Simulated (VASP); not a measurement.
# NaF (Fm-3m) in VASP: a series of runs

The runs below take NaF through single point, with PBEsol, HSE06.

Everything below comes from runs of VASP 6.6.1. Logs are shortened: lines on timing, memory, paths and dates and some standing lists are left out, and cuts for length are marked.

### 1 The cell of the first run

Symmetry: Fm-3m, No. 225, cubic system. Conventional cell: a = 4.630 Å, b = 4.630 Å, c = 4.630 Å, α = 90.00°, β = 90.00°, γ = 90.00°. F (site symmetry m-3m) has 6 Na at 2.31 Å within 3.1 Å. Within 3.1 Å of Na (site symmetry m-3m) lie 6 F at 2.31 Å.

### 2 Single point, PBEsol

INCAR reads:

```
SYSTEM = NaF
PREC = Accurate
ENCUT = 520
EDIFF = 1E-6
ISMEAR = -1
SIGMA = 0.05
LREAL = Auto
LASPH = .True.
NELM = 100
ALGO = Normal
ISIF = 2
LWAVE = .False.
LCHARG = .True.
GGA = PS
LELF = .True.
LVHAR = .True.
NBANDS = 262
```

KPOINTS reads:

```
regular mesh
0
Gamma
  1 1 1
  0 0 0
```

POSCAR reads:

```
NaF
1.0
    9.2600000000      0.0000000000      0.0000000000
    0.0000000000      9.2600000000      0.0000000000
    0.0000000000      0.0000000000      9.2600000000
F Na
32 32
Direct
    0.2500000000      0.0000000000      0.0000000000
    0.2500000000      0.0000000000      0.5000000000
    0.2500000000      0.5000000000      0.0000000000
    0.2500000000      0.5000000000      0.5000000000
    0.7500000000      0.0000000000      0.0000000000
    0.7500000000      0.0000000000      0.5000000000
    0.7500000000      0.5000000000      0.0000000000
    0.7500000000      0.5000000000      0.5000000000
    0.0000000000      0.2500000000      0.0000000000
    0.0000000000      0.2500000000      0.5000000000
    0.0000000000      0.7500000000      0.0000000000
    0.0000000000      0.7500000000      0.5000000000
    0.5000000000      0.2500000000      0.0000000000
    0.5000000000      0.2500000000      0.5000000000
    0.5000000000      0.7500000000      0.0000000000
    0.5000000000      0.7500000000      0.5000000000
    0.0000000000      0.0000000000      0.2500000000
    0.0000000000      0.0000000000      0.7500000000
    0.0000000000      0.5000000000      0.2500000000
    0.0000000000      0.5000000000      0.7500000000
    0.5000000000      0.0000000000      0.2500000000
    0.5000000000      0.0000000000      0.7500000000
    0.5000000000      0.5000000000      0.2500000000
    0.5000000000      0.5000000000      0.7500000000
    0.2500000000      0.2500000000      0.2500000000
    0.2500000000      0.2500000000      0.7500000000
    0.2500000000      0.7500000000      0.2500000000
    0.2500000000      0.7500000000      0.7500000000
    0.7500000000      0.2500000000      0.2500000000
    0.7500000000      0.2500000000      0.7500000000
    0.7500000000      0.7500000000      0.2500000000
    0.7500000000      0.7500000000      0.7500000000
    0.0000000000      0.0000000000      0.0000000000
    0.0000000000      0.0000000000      0.5000000000
    0.0000000000      0.5000000000      0.0000000000
    0.0000000000      0.5000000000      0.5000000000
    0.5000000000      0.0000000000      0.0000000000
    0.5000000000      0.0000000000      0.5000000000
    0.5000000000      0.5000000000      0.0000000000
    0.5000000000      0.5000000000      0.5000000000
    0.2500000000      0.2500000000      0.0000000000
    0.2500000000      0.2500000000      0.5000000000
    0.2500000000      0.7500000000      0.0000000000
    0.2500000000      0.7500000000      0.5000000000
    0.7500000000      0.2500000000      0.0000000000
    0.7500000000      0.2500000000      0.5000000000
    0.7500000000      0.7500000000      0.0000000000
    0.7500000000      0.7500000000      0.5000000000
    0.2500000000      0.0000000000      0.2500000000
    0.2500000000      0.0000000000      0.7500000000
    0.2500000000      0.5000000000      0.2500000000
    0.2500000000      0.5000000000      0.7500000000
    0.7500000000      0.0000000000      0.2500000000
    0.7500000000      0.0000000000      0.7500000000
    0.7500000000      0.5000000000      0.2500000000
    0.7500000000      0.5000000000      0.7500000000
    0.0000000000      0.2500000000      0.2500000000
    0.0000000000      0.2500000000      0.7500000000
    0.0000000000      0.7500000000      0.2500000000
    0.0000000000      0.7500000000      0.7500000000
    0.5000000000      0.2500000000      0.2500000000
    0.5000000000      0.2500000000      0.7500000000
    0.5000000000      0.7500000000      0.2500000000
    0.5000000000      0.7500000000      0.7500000000
```

Potentials or basis: VASP PAW PBE potentials, release 64 (F, Na_pv).

On the command line:

```
cat potpaw_PBE.64/F/POTCAR potpaw_PBE.64/Na_pv/POTCAR > POTCAR
mpirun -np 1 vasp_gam > vasp.out
```

OUTCAR:

```text
SYSTEM = NaF
   PREC = Accurate
   ENCUT = 520
   EDIFF = 1E-6
   ISMEAR = -1
   LREAL = Auto
   LASPH = .True.
   NELM = 100
   ISIF = 2
   GGA = PS

 ion  position               nearest neighbor table
   1  0.250  0.000  0.000-  33 2.31  37 2.31  41 2.31  43 2.31  49 2.31  50 2.31
   2  0.250  0.000  0.500-  34 2.31  38 2.31  42 2.31  44 2.31  49 2.31  50 2.31
   3  0.250  0.500  0.000-  35 2.31  39 2.31  41 2.31  43 2.31  51 2.31  52 2.31
   4  0.250  0.500  0.500-  36 2.31  40 2.31  42 2.31  44 2.31  51 2.31  52 2.31
   5  0.750  0.000  0.000-  33 2.31  37 2.31  45 2.31  47 2.31  53 2.31  54 2.31
   6  0.750  0.000  0.500-  34 2.31  38 2.31  46 2.31  48 2.31  53 2.31  54 2.31
[... 56 lines left out ...]
  63  0.500  0.750  0.250-  15 2.31  16 2.31  21 2.31  23 2.31  27 2.31  31 2.31
  64  0.500  0.750  0.750-  15 2.31  16 2.31  22 2.31  24 2.31  28 2.31  32 2.31

  LATTYP: Found a simple cubic cell.
 ALAT       =     9.2600000000

  Lattice vectors:

 A1 = (   9.2600000000,   0.0000000000,   0.0000000000)
 A2 = (   0.0000000000,   9.2600000000,   0.0000000000)
 A3 = (   0.0000000000,   0.0000000000,   9.2600000000)

Analysis of symmetry for initial positions (statically):
=====================================================================
 Subroutine PRICEL returns following result:

  LATTYP: Found a face centered cubic cell.
 ALAT       =     4.6300000000

  Lattice vectors:

 A1 = (   2.3150000000,  -2.3150000000,   0.0000000000)
 A2 = (   2.3150000000,   0.0000000000,   2.3150000000)
 A3 = (   0.0000000000,  -2.3150000000,   2.3150000000)

  32 primitive cells build up your supercell.

 Routine SETGRP: Setting up the symmetry group for a
 simple cubic supercell.

 Subroutine GETGRP returns: Found 48 space group operations
 (whereof 48 operations were pure point group operations)
 out of a pool of 48 trial point group operations.

The static configuration has the point symmetry O_h .

Analysis of symmetry for dynamics (positions and initial velocities):
=====================================================================
 Subroutine PRICEL returns following result:

  LATTYP: Found a face centered cubic cell.
 ALAT       =     4.6300000000

  Lattice vectors:

 A1 = (   2.3150000000,  -2.3150000000,   0.0000000000)
 A2 = (   2.3150000000,   0.0000000000,   2.3150000000)
 A3 = (   0.0000000000,  -2.3150000000,   2.3150000000)

  32 primitive cells build up your supercell.

 Routine SETGRP: Setting up the symmetry group for a
 simple cubic supercell.

 Subroutine GETGRP returns: Found 48 space group operations
 (whereof 48 operations were pure point group operations)
 out of a pool of 48 trial point group operations.

The dynamic configuration has the point symmetry O_h .

 Subroutine INISYM returns: Found 48 space group operations
 (whereof 48 operations are pure point group operations),
 and found    32 'primitive' translations

----------------------------------------------------------------------------------------

                                     Primitive cell

  volume of cell :      24.8132

  direct lattice vectors                    reciprocal lattice vectors
     2.315000000 -2.315000000  0.000000000     0.215982721 -0.215982721 -0.215982721
     2.315000000  0.000000000  2.315000000     0.215982721  0.215982721  0.215982721
     0.000000000 -2.315000000  2.315000000    -0.215982721 -0.215982721  0.215982721

  length of vectors
     3.273904397  3.273904397  3.273904397     0.374093047  0.374093047  0.374093047

  position of ions in fractional coordinates (direct lattice)
     0.500000000  0.500000000  0.500000000
     0.000000000  0.000000000  0.000000000

  ion indices of the primitive-cell ions
   primitive index   ion index
                 1           1
                 2          33

----------------------------------------------------------------------------------------

 KPOINTS: regular mesh

Automatic generation of k-mesh.
 Grid dimensions read from file:
 generate k-points for:    1    1    1

 Generating k-lattice:

  Cartesian coordinates                     Fractional coordinates (reciprocal lattice)
     0.107991361  0.000000000  0.000000000     1.000000000  0.000000000  0.000000000
     0.000000000  0.107991361  0.000000000     0.000000000  1.000000000  0.000000000
     0.000000000  0.000000000  0.107991361     0.000000000  0.000000000  1.000000000

  Length of vectors
     0.107991361  0.107991361  0.107991361

  Shift w.r.t. Gamma in fractional coordinates (k-lattice)
     0.000000000  0.000000000  0.000000000

 Subroutine IBZKPT returns following result:
 ===========================================

 Found      1 irreducible k-points:

 Following reciprocal coordinates:
            Coordinates               Weight
  0.000000  0.000000  0.000000      1.000000
   k-points           NKPTS =      1   k-points in BZ     NKDIM =      1   number of bands    NBANDS=    262
   number of dos      NEDOS =    301   number of ions     NIONS =     64
   total plane-waves  NPLWV = 343000
   dimension x,y,z NGX =    70 NGY =   70 NGZ =   70
   dimension x,y,z NGXF=   140 NGYF=  140 NGZF=  140
   ions per type =              32  32
   NGX,Y,Z   is equivalent  to a cutoff of  12.57, 12.57, 12.57 a.u.
   NGXF,Y,Z  is equivalent  to a cutoff of  25.13, 25.13, 25.13 a.u.
 SYSTEM =  NaF
   PREC   = accura    normal or accurate (medium, high low for compatibility)
   ISTART =      0    job   : 0-new  1-cont  2-samecut
   ICHARG =      2    charge: 1-file 2-atom 10-const
   ISPIN  =      1    spin polarized calculation?
   LNONCOLLINEAR =      F non collinear calculations
   LSORBIT =      F    spin-orbit coupling
   LASPH  =      T    aspherical Exc in radial PAW
   ENCUT  =  520.0 eV  38.22 Ry    6.18 a.u.  17.22 17.22 17.22*2*pi/ulx,y,z
   NELM   =    100;   NELMIN=  2; NELMDL= -5     # of ELM steps
   EDIFF  = 0.1E-05   stopping-criterion for ELM
   LREAL  =      T    real-space projection
   EDIFFG = 0.1E-04   stopping-criterion for IOM
   NSW    =      0    number of steps for IOM
   IBRION =     -1    ionic relax: 0-MD 1-quasi-New 2-CG
   NFREE  =      0    steps in history (QN), initial steepest desc. (CG)
   ISIF   =      2    stress and relaxation
   ISYM   =      2    0-nonsym 1-usesym 2-fastsym
   POTIM  = 0.5000    time-step for ionic-motion
   TEBEG  =    0.0;   TEEND  =   0.0 temperature during run
   PSTRESS=    0.0 pullay stress
   NELECT =     448.0000    total number of electrons
   NUPDOWN=      -1.0000    fix difference up-down
   EMIN   =  10.00;   EMAX   =-10.00  energy-range for DOS
   EFERMI =   0.00;   METHOD = LEGACY
   ISMEAR =    -1;   SIGMA  =   0.05  broadening in eV -4-tet -1-fermi 0-gaus
   EFERMI_NEDOS =   21; number of points for ismear=-14 and -15
   IALGO  =     38    algorithm
   IMIX   =      4    mixing-type and parameters
     AMIX     =   0.40;   BMIX     =  1.00
     AMIX_MAG =   1.60;   BMIX_MAG =  1.00
  volume/ion in A,a.u.               =      12.41        83.72
  Fermi-wavevector in a.u.,A,eV,Ry     =   1.352768  2.556360 24.898391  1.829980
  Thomas-Fermi vector in A             =   2.480079
   LORBIT       =      0    0 simple, 1 ext, 2 COOP (PROOUT), +10 PAW based schemes
   GGA     = PS    functional components
   LHFCALC =     F    Hartree Fock is set to
   AEXX    =    0.0000 exact exchange contribution
   IVDW    =     0    specifies the selected vdW correction
   LEPSILON=     F    determine dielectric tensor
   LRPA    =     F    only Hartree local field effects (RPA)
 non-spin polarized calculation
  energy-cutoff  :      520.00
  volume of cell :      794.02
 maximum number of plane-waves:     10684
 NGX is ok and might be reduce to    70
   NGX = 35   NGY = 35   NGZ = 35

 number of electron     447.9999490 magnetization

 Free energy of the ion-electron system (eV)
  ---------------------------------------------------
  ext. energy  EPLUGINS =         0.00000000
  ---------------------------------------------------
  free energy    TOTEN  =      -280.52524200 eV

  energy without entropy =     -280.52524200  energy(sigma->0) =     -280.52524200

 E-fermi :  -0.9069     XC(G=0):  -9.3453

 val. band max:       -2.1606583270   @ k =   0.0000   0.0000   0.0000
 cond. band min:       4.0109459015   @ k =   0.0000   0.0000   0.0000
 fundamental gap:      6.1716042285
 Fermi energy:        -0.9069123436

 k-point     1 :       0.0000    0.0000    0.0000
  band No.  band energies     occupation
      1     -21.8313      2.00000
      2     -21.8312      2.00000
      3     -21.8312      2.00000
      4     -21.8312      2.00000
      5     -21.6750      2.00000
      6     -21.6750      2.00000
[... 228 lines left out ...]
    235       8.0945      0.00000
    236       8.0945      0.00000
 [bands above 236 left out]

------------------------ aborting loop because EDIFF is reached ----------------------------------------

  FORCE on cell =-STRESS in cart. coord.  units (eV):
  Direction    XX          YY          ZZ          XY          YZ          ZX
  --------------------------------------------------------------------------------------
  -------------------------------------------------------------------------------------
  Total       -0.2311217     -0.2311217     -0.2311217      0.0000000      0.0000000     -0.0000000
  in kB       -0.4663568     -0.4663568     -0.4663568      0.0000000      0.0000000     -0.0000000
  external PRESSURE =      -0.4663568 kB  Pullay stress =       0.0000000 kB

 VOLUME and BASIS-vectors are now :
 -----------------------------------------------------------------------------
  energy-cutoff  :      520.00
  volume of cell :      794.02
      direct lattice vectors                 reciprocal lattice vectors
     9.260000000  0.000000000  0.000000000     0.107991361  0.000000000  0.000000000
     0.000000000  9.260000000  0.000000000     0.000000000  0.107991361  0.000000000
     0.000000000  0.000000000  9.260000000     0.000000000  0.000000000  0.107991361

 POSITION                                       TOTAL-FORCE (eV/Angst)
 -----------------------------------------------------------------------------------
      2.31500      0.00000      0.00000         0.000000      0.000000     -0.000000
      2.31500      0.00000      4.63000         0.000000     -0.000000      0.000000
      2.31500      4.63000      0.00000        -0.000000      0.000000      0.000000
      2.31500      4.63000      4.63000        -0.000000      0.000000      0.000000
      6.94500      0.00000      0.00000        -0.000000      0.000000     -0.000000
      6.94500      0.00000      4.63000        -0.000000      0.000000      0.000000
[... 56 lines left out ...]
      4.63000      6.94500      2.31500         0.000000     -0.000000      0.000000
      4.63000      6.94500      6.94500        -0.000000     -0.000000     -0.000000
 -----------------------------------------------------------------------------------
    total drift:                                0.000000      0.000000     -0.000000

  FREE ENERGIE OF THE ION-ELECTRON SYSTEM (eV)
  ---------------------------------------------------
  free  energy   TOTEN  =      -280.5252420022 eV

  energy  without entropy=     -280.5252420021  energy(sigma->0) =     -280.52524200
```

It took 5 min on 1 thread of Intel Xeon Platinum 8488C (Sapphire Rapids), shared host; peak memory 0.66 GiB.

What came out:

```yaml
Free_energy: -280.5252 eV
Pressure: 0.0 GPa
Band_gap_on_the_k_mesh: 6.17 eV
```

Caveat: the k points lie up to 0.68 Å⁻¹ apart; the PAW data sets were made with another functional, which shifts forces and pressure a little.

### 3 Single point, HSE06

POSCAR is that of step 2.

INCAR.step1 reads:

```
ALGO = Normal ; EDIFF = 1E-5
ENCUT = 520 ; GGA = PE
ISIF = 2 ; ISMEAR = -1
LASPH = True ; LREAL = Auto
LUSENCCL = False ; LWAVE = True
NBANDS = 262 ; NELM = 100
PREC = Accurate ; SIGMA = 0.05
```

INCAR.step2 reads:

```
ALGO = Normal ; EDIFF = 1E-6
ENCUT = 520 ; GGA = PE
HFSCREEN = 0.2079 ; ISIF = 2
ISMEAR = -1 ; ISTART = 1
LASPH = True ; LCHARG = True
LELF = True ; LHFCALC = True
LREAL = Auto ; LUSENCCL = False
LVHAR = True ; LWAVE = False
NBANDS = 262 ; NELM = 100
PREC = Accurate ; PRECFOCK = Fast
SIGMA = 0.05
```

KPOINTS reads:

```
k-points
0
Gamma
  1 1 1
```

Potentials or basis: VASP PAW PBE potentials, release 64 (F, Na_pv).

On the command line:

```
cat potpaw_PBE.64/F/POTCAR potpaw_PBE.64/Na_pv/POTCAR > POTCAR
cp INCAR.step1 INCAR
mpirun -np 1 vasp_gam > vasp.out
cp INCAR.step2 INCAR
mpirun -np 1 vasp_gam > vasp.out
```

Run time: 5.1 min. Hardware: 1 × NVIDIA H100 80GB with 1 thread of Intel Xeon Platinum 8481C at 2.70GHz (Sapphire Rapids), shared host; peak memory 1.5 GiB.

It converged, with:

```yaml
Free_energy: -330.2655 eV
Pressure: 0.3 GPa
Band_gap_on_the_k_mesh: 8.48 eV
```

Levels at points of the mesh, in eV from the valence-band top:
| k point | band 222 | band 223 | band 224 | band 225 | band 226 | band 227 |
| --- | --- | --- | --- | --- | --- | --- |
| (0.00, 0.00, 0.00) | 0.00 | 0.00 | 0.00 | 8.48 | 10.96 | 10.96 |

Caveat: the k points lie up to 0.68 Å⁻¹ apart; the PAW data sets were made with another functional, which shifts forces and pressure a little.
